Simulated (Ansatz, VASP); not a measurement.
Two plane-wave programs on Ca

The input INCAR:

```
PREC = Accurate ; ENCUT = 520
EDIFF = 1E-6 ; ISMEAR = 0
SIGMA = 0.15 ; LREAL = False
LASPH = True ; NELM = 60
ALGO = Fast ; ISIF = 2
LWAVE = False ; LCHARG = True
GGA = PE ; LELF = True
LVHAR = True ; NBANDS = 17
```

KPOINTS

```
regular mesh
0
Gamma
  15 15 8
```

Contents of POSCAR:

```
Ca
1.0
    3.6615995590      0.0000000000      0.0000000000
   -1.8307997795      3.1710382365      0.0000000000
    0.0000000000      0.0000000000      7.0416000000
Ca
2
Direct
    0.3333333333      0.6666666667      0.2500000000
    0.6666666667      0.3333333333      0.7500000000
```

Input for Ansatz:

```yaml
crystal:
  lattice:
    - [3.661599559, 0.0, 0.0]
    - [-1.8307997795, 3.1710382365, 0.0]
    - [0.0, 0.0, 7.0416]
  atoms:
    - { symbol: Ca, position: [0.3333333333, 0.6666666667, 0.25] }
    - { symbol: Ca, position: [0.6666666667, 0.3333333333, 0.75] }
basis:
  ecutwfc: 420
kpoints:
  mp_grid: { grid: [15, 15, 8] }
hamiltonian:
  xc: pbe
scf:
  occupations: { method: gaussian, width: 0.15 }
output:
  forces: true
  stress: true
  eigenvalues: true
```

Change from the starting cell: strain -0.080 along x and y, +0.080 along z, atoms carried along.

Alike in both runs: task single point; functional PBE; k mesh 15 × 15 × 8; occupations gaussian, width 0.15 eV; no spin polarisation.

|  | VASP | Ansatz |
| --- | --- | --- |
| version | VASP 6.6.1 | Ansatz 0.2.0 |
| potentials or method | VASP PAW PBE potentials, release 64 (Ca_sv), cutoff 520 eV | scalar-relativistic, plane waves, PAW |
| valence electrons in the cell | 20 | 20 |

```tsv
	VASP	Ansatz	Ansatz less VASP
gap on the k mesh at the Fermi level (eV)	none	none	-
pressure (GPa)	1.0	1.0	+0.01
traceless stress, the component that is largest in VASP (GPa)	-4.28	-4.27	+0.009
```

A gap of «none» marks a metal or a gap that the smearing closes.
